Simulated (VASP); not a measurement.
# Na (P6_3/mmc) in VASP: notebook, part 3 of 3

VASP 6.6.1.

## 4. Relaxation of cell and atoms, PBEsol

This run uses another cell than the first one, of 37.81 Å³/atom.

The input, INCAR:

```
  ALGO = Normal
  EDIFF = 1E-7
  EDIFFG = -0.002
  ENCUT = 600
  GGA = PS
  IBRION = 2
  ISIF = 3
  ISMEAR = -1
  LASPH = T
  LCHARG = F
  LREAL = F
  LWAVE = F
  NELM = 100
  NSW = 100
  PREC = Accurate
  SIGMA = 0.08
```

The input, KPOINTS:

```
k-points
0
Gamma
  14 14 8
```

The input, POSCAR:

```
Na
1.0
    3.7670000000      0.0000000000      0.0000000000
   -1.8835000000      3.2623176961      0.0000000000
    0.0000000000      0.0000000000      6.1540000000
Na
2
Direct
    0.3333333333      0.6666666667      0.2500000000
    0.6666666667      0.3333333333      0.7500000000
```

Potentials or basis: VASP PAW PBE potentials, release 64 (Na_pv).

Command:

```
cat potpaw_PBE.64/Na_pv/POTCAR > POTCAR
mpirun -np 1 vasp_std > vasp.out
```

OUTCAR:

```text
EDIFF = 1E-7
   EDIFFG = -0.002
   ENCUT = 600
   GGA = PS
   IBRION = 2
   ISIF = 3
   ISMEAR = -1
   LASPH = T
   LREAL = F
   NELM = 100
   NSW = 100
   PREC = Accurate

 ion  position               nearest neighbor table
   1  0.333  0.667  0.250-
   2  0.667  0.333  0.750-

  LATTYP: Found a hexagonal cell.
 ALAT       =     3.7670000000
 C/A-ratio  =     1.6336607380

  Lattice vectors:

 A1 = (   3.7670000000,   0.0000000000,   0.0000000000)
 A2 = (  -1.8835000000,   3.2623176961,   0.0000000000)
 A3 = (   0.0000000000,   0.0000000000,   6.1540000000)

Analysis of symmetry for initial positions (statically):
=====================================================================
 Subroutine PRICEL returns:
 Original cell was already a primitive cell.

 Routine SETGRP: Setting up the symmetry group for a
 hexagonal supercell.

 Subroutine GETGRP returns: Found 24 space group operations
 (whereof 12 operations were pure point group operations)
 out of a pool of 24 trial point group operations.

The static configuration has the point symmetry D_3d.
 The point group associated with its full space group is D_6h.

Analysis of symmetry for dynamics (positions and initial velocities):
=====================================================================
 Subroutine PRICEL returns:
 Original cell was already a primitive cell.

 Routine SETGRP: Setting up the symmetry group for a
 hexagonal supercell.

 Subroutine GETGRP returns: Found 24 space group operations
 (whereof 12 operations were pure point group operations)
 out of a pool of 24 trial point group operations.

The dynamic configuration has the point symmetry D_3d.
 The point group associated with its full space group is D_6h.

 Subroutine INISYM returns: Found 24 space group operations
 (whereof 12 operations are pure point group operations),
 and found     1 'primitive' translations

----------------------------------------------------------------------------------------

                                     Primitive cell

  volume of cell :      75.6274

  direct lattice vectors                    reciprocal lattice vectors
     3.767000000  0.000000000  0.000000000     0.265463233  0.153265269  0.000000000
    -1.883500000  3.262317696  0.000000000     0.000000000  0.306530538  0.000000000
     0.000000000  0.000000000  6.154000000     0.000000000  0.000000000  0.162495938

  length of vectors
     3.767000000  3.767000000  6.154000000     0.306530538  0.306530538  0.162495938

  position of ions in fractional coordinates (direct lattice)
     0.333333333  0.666666667  0.250000000
     0.666666667  0.333333333  0.750000000

  ion indices of the primitive-cell ions
   primitive index   ion index
                 1           1
                 2           2

----------------------------------------------------------------------------------------

 KPOINTS: k-points

Automatic generation of k-mesh.
 Grid dimensions read from file:
 generate k-points for:   14   14    8

 Generating k-lattice:

  Cartesian coordinates                     Fractional coordinates (reciprocal lattice)
     0.018961660  0.010947519  0.000000000     0.071428571  0.000000000  0.000000000
     0.000000000  0.021895038  0.000000000     0.000000000  0.071428571  0.000000000
[... 45 lines left out ...]
   ions per type =               2
   NGX,Y,Z   is equivalent  to a cutoff of  13.24, 13.24, 13.51 a.u.
   NGXF,Y,Z  is equivalent  to a cutoff of  26.48, 26.48, 27.01 a.u.
 SYSTEM =  unknown system
   PREC   = accura    normal or accurate (medium, high low for compatibility)
   ISTART =      0    job   : 0-new  1-cont  2-samecut
   ICHARG =      2    charge: 1-file 2-atom 10-const
   ISPIN  =      1    spin polarized calculation?
   LNONCOLLINEAR =      F non collinear calculations
   LSORBIT =      F    spin-orbit coupling
   LASPH  =      T    aspherical Exc in radial PAW
   ENCUT  =  600.0 eV  44.10 Ry    6.64 a.u.   7.52  7.52 12.29*2*pi/ulx,y,z
   NELM   =    100;   NELMIN=  2; NELMDL= -5     # of ELM steps
   EDIFF  = 0.1E-06   stopping-criterion for ELM
   LREAL  =      F    real-space projection
   EDIFFG = -.2E-02   stopping-criterion for IOM
   NSW    =    100    number of steps for IOM
   IBRION =      2    ionic relax: 0-MD 1-quasi-New 2-CG
   NFREE  =      1    steps in history (QN), initial steepest desc. (CG)
   ISIF   =      3    stress and relaxation
   ISYM   =      2    0-nonsym 1-usesym 2-fastsym
   POTIM  = 0.5000    time-step for ionic-motion
   TEBEG  =    0.0;   TEEND  =   0.0 temperature during run
   PSTRESS=    0.0 pullay stress
   NELECT =      14.0000    total number of electrons
   NUPDOWN=      -1.0000    fix difference up-down
   EMIN   =  10.00;   EMAX   =-10.00  energy-range for DOS
   EFERMI =   0.00;   METHOD = LEGACY
   ISMEAR =    -1;   SIGMA  =   0.08  broadening in eV -4-tet -1-fermi 0-gaus
   EFERMI_NEDOS =   21; number of points for ismear=-14 and -15
   IALGO  =     38    algorithm
   IMIX   =      4    mixing-type and parameters
     AMIX     =   0.40;   BMIX     =  1.00
     AMIX_MAG =   1.60;   BMIX_MAG =  1.00
  volume/ion in A,a.u.               =      37.81       255.18
  Fermi-wavevector in a.u.,A,eV,Ry     =   0.933020  1.763153 11.844235  0.870527
  Thomas-Fermi vector in A             =   2.059678
   LORBIT       =      0    0 simple, 1 ext, 2 COOP (PROOUT), +10 PAW based schemes
   GGA     = PS    functional components
   LHFCALC =     F    Hartree Fock is set to
   AEXX    =    0.0000 exact exchange contribution
   IVDW    =     0    specifies the selected vdW correction
   LEPSILON=     F    determine dielectric tensor
   LRPA    =     F    only Hartree local field effects (RPA)
 conjugate gradient relaxation of ions
 non-spin polarized calculation
  energy-cutoff  :      600.00
  volume of cell :       75.63
 maximum number of plane-waves:      2551
   NGX = 15   NGY = 15   NGZ = 25

--------------------------------------- Ionic step        1  -------------------------------------------

 number of electron      14.0000000 magnetization

 Free energy of the ion-electron system (eV)
  ---------------------------------------------------
  ext. energy  EPLUGINS =         0.00000000
  ---------------------------------------------------
  free energy    TOTEN  =        -2.80843237 eV

  energy without entropy =       -2.78883537  energy(sigma->0) =       -2.79863387

------------------------ aborting loop because EDIFF is reached ----------------------------------------

  FORCE on cell =-STRESS in cart. coord.  units (eV):
  Direction    XX          YY          ZZ          XY          YZ          ZX
  --------------------------------------------------------------------------------------
  -------------------------------------------------------------------------------------
  Total       -0.1371430     -0.1371430     -0.1379283      0.0000000      0.0000000      0.0000000
  in kB       -2.9053919     -2.9053919     -2.9220295      0.0000000      0.0000000      0.0000000
  external PRESSURE =      -2.9109377 kB  Pullay stress =       0.0000000 kB
[... 131 lines left out ...]
--------------------------------------- Ionic step        5  -------------------------------------------

 number of electron      14.0000022 magnetization

 Free energy of the ion-electron system (eV)
  ---------------------------------------------------
  ext. energy  EPLUGINS =         0.00000000
  ---------------------------------------------------
  free energy    TOTEN  =        -2.81119145 eV

  energy without entropy =       -2.79204260  energy(sigma->0) =       -2.80161703

 E-fermi :   0.3595     XC(G=0):  -6.5558

 val. band max:        0.3063266330   @ k =   0.2143   0.0714   0.2500
 cond. band min:       0.3606733031   @ k =   0.2857   0.2143   0.3750
 fundamental gap:      0.0543466700
 Fermi energy:         0.3594592814

 k-point     1 :       0.0000    0.0000    0.0000
  band No.  band energies     occupation
      1     -24.4377      2.00000
      2     -24.4051      2.00000
      3     -24.4051      2.00000
      4     -24.3998      2.00000
      5     -24.3998      2.00000
      6     -24.3995      2.00000
      7      -2.9584      2.00000
      8       0.9095      0.00206
      9       1.3519      0.00001
     10      10.4614      0.00000
     11      10.4614      0.00000
[... 309 lines left out ...]
 k-point    24 :       0.3571    0.2857    0.0000
  band No.  band energies     occupation
      1     -24.4288      2.00000
      2     -24.4231      2.00000
      3     -24.4224      2.00000
      4     -24.4160      2.00000
      5     -24.4157      2.00000
      6     -24.4126      2.00000
      7       1.4281      0.00000
      8       1.5942      0.00000
      9       2.4836      0.00000
     10       5.0861      0.00000
     11       5.1011      0.00000

 [... further k-points ...]
[... 5 lines left out ...]
  --------------------------------------------------------------------------------------
  -------------------------------------------------------------------------------------
  Total        0.0010164      0.0010164      0.0013232      0.0000000      0.0000000      0.0000000
  in kB        0.0224256      0.0224256      0.0291945      0.0000000      0.0000000      0.0000000
  external PRESSURE =       0.0246819 kB  Pullay stress =       0.0000000 kB
[... 17 lines left out ...]
  FREE ENERGIE OF THE ION-ELECTRON SYSTEM (eV)
  ---------------------------------------------------
  free  energy   TOTEN  =        -2.8111914519 eV

  energy  without entropy=       -2.7920425995  energy(sigma->0) =       -2.80161703

 reached required accuracy - stopping structural energy minimisation
```

OSZICAR:

```text
N       E                     dE             d eps       ncg     rms          rms(c)
DAV:   1     0.927053169960E+02    0.92705E+02   -0.82438E+03  2640   0.133E+03
DAV:   2     0.467491864574E+00   -0.92238E+02   -0.91762E+02  2661   0.316E+02
[... 34 lines left out ...]
   4 F= -.28111892E+01 E0= -.28016185E+01  d E =-.275678E-02
       N       E                     dE             d eps       ncg     rms          rms(c)
DAV:   1    -0.281123016316E+01   -0.40991E-04   -0.12018E-03  2994   0.738E-01    0.429E-02
DAV:   2    -0.281120121310E+01    0.28950E-04   -0.31638E-05  3006   0.118E-01    0.217E-02
DAV:   3    -0.281119190080E+01    0.93123E-05   -0.15365E-05  3006   0.774E-02    0.200E-03
DAV:   4    -0.281119145047E+01    0.45032E-06   -0.73553E-07  2319   0.199E-02    0.162E-04
DAV:   5    -0.281119145190E+01   -0.14272E-08   -0.47500E-09  1338   0.152E-03
   5 F= -.28111915E+01 E0= -.28016170E+01  d E =-.229717E-05
```

CONTCAR:

```text
Na
   1.00000000000000
     3.7164351910176903    0.0000000000000000    0.0000000000000000
    -1.8582175955088451    3.2185272869820389    0.0000000000000000
     0.0000000000000000    0.0000000000000000    6.0710165638435578
  Na
     2
Direct
     0.3333333332999970    0.6666666667000030    0.2500000000000000
     0.6666666667000030    0.3333333332999970    0.7500000000000000

  0.00000000E+00  0.00000000E+00  0.00000000E+00
  0.00000000E+00  0.00000000E+00  0.00000000E+00
```

It took 8.7 min on 1 thread of AMD EPYC 7R13, shared host; peak memory 0.23 GiB.

What came out:

```
Free energy                           : -2.8112 eV
Relaxed volume                        : 36.31 Å³/atom
Relaxed cell                          : a = 3.716 Å, b = 3.716 Å, c = 6.071 Å, α = 90.00°, β = 90.00°, γ = 120.00°
Space group after relaxing (to 0.1 Å) : P6_3/mmc (No. 194)
Energy gained by relaxing             : 1.4 meV/atom
Ionic steps                           : 5
Pressure after relaxing               : 0.0 GPa
Band gap on the k mesh                : zero (bands 7 and 8 overlap by 4.14 eV)
```

Step by step:
```csv
step,energy change (eV),largest force (eV/Å),pressure (GPa),volume (Å³)
1,0.0000,0.0000,-0.29,75.63
2,-0.0012,0.0000,-0.22,74.88
3,-0.0028,0.0000,-0.01,72.66
4,-0.0028,0.0000,0.01,72.57
5,-0.0028,0.0000,0.00,72.62
```

Final structure:
```
Na
1.0
     3.71644    0.00000    0.00000
    -1.85822    3.21853    0.00000
     0.00000    0.00000    6.07102
Na
2
Direct
  0.33333 0.66667 0.25000
  0.66667 0.33333 0.75000
```

Caveat: the PAW data sets were made with another functional, which shifts forces and pressure a little.

## 5. The runs side by side

| cell | gap on the mesh (eV) | pressure (GPa) |
| --- | --- | --- |
| relaxed to 10 GPa from a = 3.717, b = 3.717, c = 6.072 Å, angles 90.0, 90.0, 120.0°, 2 atoms | none | 10.0 |
| relaxed to 15 GPa from a = 3.717, b = 3.717, c = 6.072 Å, angles 90.0, 90.0, 120.0°, 2 atoms | none | 15.0 |
| relaxed from a = 3.767, b = 3.767, c = 6.154 Å, angles 90.0, 90.0, 120.0°, 2 atoms | none | 0.0 |

Alike in all rows: task relaxation of cell and atoms; level PBEsol; potentials or basis VASP PAW PBE potentials, release 64 (Na_pv); no spin polarisation; k mesh 14 × 14 × 8; cutoff (eV) 600; smearing fermi-dirac 0.08 eV.

Caveats: the PAW data sets were made with another functional, which shifts forces and pressure a little; the cell is relaxed towards a set pressure, so the run minimises the enthalpy, not the energy (at least some runs); the volume moved by over 15 % at a fixed basis, so the end points are rough (at least some runs).

Absolute energies hang on the potentials; compare differences alone.

The gap in the log of VASP goes by the Fermi energy; the results here count the filled bands.